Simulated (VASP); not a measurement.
Runs of VASP 6.6.1 on Be3ZnSe4. The structure is that of space group P3m1 (No. 156), or close to it. The cells are those of the table. 

```tsv
task	cell	k mesh	cutoff (eV)	smearing	gap on the mesh (eV)	pressure (GPa)	largest force (eV/Å)
single point	a = 3.666, b = 3.666, c = 12.187 Å, angles 90.0, 90.0, 120.0°, 8 atoms	6 × 6 × 2	520	gaussian 0.02 eV	(a)	5.0	0.01
single point	a = 3.875, b = 3.875, c = 12.770 Å, angles 90.0, 90.0, 120.0°, 8 atoms	6 × 6 × 2	520	gaussian 0.02 eV	2.28	(c)	0.02
relaxation of shape and atoms at fixed volume	relaxed from a = 3.784, b = 3.784, c = 12.535 Å, angles 90.0, 90.0, 120.0°, 8 atoms	6 × 6 × 2	600	gaussian 0.02 eV	2.52	-1.8	0.01
single point	a = 3.624, b = 3.624, c = 12.077 Å, angles 90.0, 90.0, 120.0°, 8 atoms	6 × 6 × 2	520	gaussian 0.02 eV	(b)	8.1	0.02
single point	a = 3.747, b = 3.747, c = 12.412 Å, angles 90.0, 90.0, 120.0°, 8 atoms	6 × 6 × 1	520	gaussian 0.1 eV	2.60	0.2	0.03
```

Alike in all rows: level PBE; potentials or basis VASP PAW PBE potentials, release 64 (Be, Zn, Se); no spin polarisation.

Fill in the values left out.

(a) 2.49; (b) 2.42; (c) -5.3.

Caveats: some runs use coarse meshes.

A k mesh can miss the band edges, and the runs leave out spin-orbit coupling on Se.
